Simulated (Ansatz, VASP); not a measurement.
# One calculation of InGa2As3, two programs

File INCAR:

```
SYSTEM = InGa2As3
PREC = Accurate
ENCUT = 500
EDIFF = 1E-7
ISMEAR = 0
SIGMA = 0.1
LREAL = .FALSE.
LASPH = .TRUE.
NELM = 120
ALGO = Normal
ISIF = 3
LWAVE = .FALSE.
LCHARG = .FALSE.
GGA = PE
IBRION = 2
NSW = 80
EDIFFG = -0.05
GGA_COMPAT = .FALSE.
NELMIN = 4
```

File KPOINTS:

```
regular mesh
0
G
  4 4 4
  0 0 0
```

File POSCAR:

```
InGa2As3
1.0
    5.7673368069     -3.3267759550      0.0000000000
    5.7673368069      3.3267759550      0.0000000000
    0.0000000000      0.0000000000      6.2134587772
In Ga As
2 4 6
Direct
    0.3253743407      0.6746256593      0.9897954410
    0.6746256593      0.3253743407      0.4897954410
    0.0070223906      0.3338071183      0.9925887728
    0.6661928817      0.9929776094      0.9925887728
    0.9929776094      0.6661928817      0.4925887728
    0.3338071183      0.0070223906      0.4925887728
    0.0264035200      0.3337100341      0.3590241573
    0.6662899659      0.9735964800      0.3590241573
    0.9735964800      0.6662899659      0.8590241573
    0.3337100341      0.0264035200      0.8590241573
    0.3077705045      0.6922294955      0.3949796987
    0.6922294955      0.3077705045      0.8949796987
```

Input for Ansatz:

```yaml
crystal:
  lattice:
    - [5.7673368069, -3.326775955, 0.0]
    - [5.7673368069, 3.326775955, 0.0]
    - [0.0, 0.0, 6.2134587772]
  atoms:
    - { symbol: In, position: [0.3253743407, 0.6746256593, 0.989795441] }
    - { symbol: In, position: [0.6746256593, 0.3253743407, 0.489795441] }
    - { symbol: Ga, position: [0.0070223906, 0.3338071183, 0.9925887728] }
    - { symbol: Ga, position: [0.6661928817, 0.9929776094, 0.9925887728] }
    - { symbol: Ga, position: [0.9929776094, 0.6661928817, 0.4925887728] }
    - { symbol: Ga, position: [0.3338071183, 0.0070223906, 0.4925887728] }
    - { symbol: As, position: [0.02640352, 0.3337100341, 0.3590241573] }
    - { symbol: As, position: [0.6662899659, 0.97359648, 0.3590241573] }
    - { symbol: As, position: [0.97359648, 0.6662899659, 0.8590241573] }
    - { symbol: As, position: [0.3337100341, 0.02640352, 0.8590241573] }
    - { symbol: As, position: [0.3077705045, 0.6922294955, 0.3949796987] }
    - { symbol: As, position: [0.6922294955, 0.3077705045, 0.8949796987] }
basis:
  ecutwfc: 420
kpoints:
  mp_grid: { grid: [4, 4, 4] }
hamiltonian:
  xc: pbe
scf:
  occupations: { method: gaussian, width: 0.1 }
output:
  forces: true
  stress: true
  eigenvalues: true
relax:
  adjacent_minimum: "off"
  f_tol: 0.05
  max_steps: 60
  cell: { stress_tol: 0.5 }
```

Alike in both runs: task relaxation of cell and atoms; functional PBE; k mesh 4 × 4 × 4; occupations gaussian, width 0.1 eV; no spin polarisation.

```csv
,VASP,Ansatz
version,VASP 6.6.1,Ansatz 0.2.0
potentials or method,"VASP PAW PBE potentials, release 64 (In_d, Ga_d, As), cutoff 500 eV","scalar-relativistic, plane waves, PAW"
valence electrons in the cell,108,168
```

|  | VASP | Ansatz | Ansatz less VASP |
| --- | --- | --- | --- |
| relaxed volume (Å³/atom) | 25.54 | 25.42 | -0.119 |
| relaxed cell length with the largest relative difference (Å) | 6.837 | 6.820 | -0.0171 |

VASP's potentials hold 108 valence electrons a cell and Ansatz's 168, so a difference there can come from the potentials and not from the codes.

Noted on VASP's run: the volume moved by over 15 % at a fixed basis, so the end points are rough.
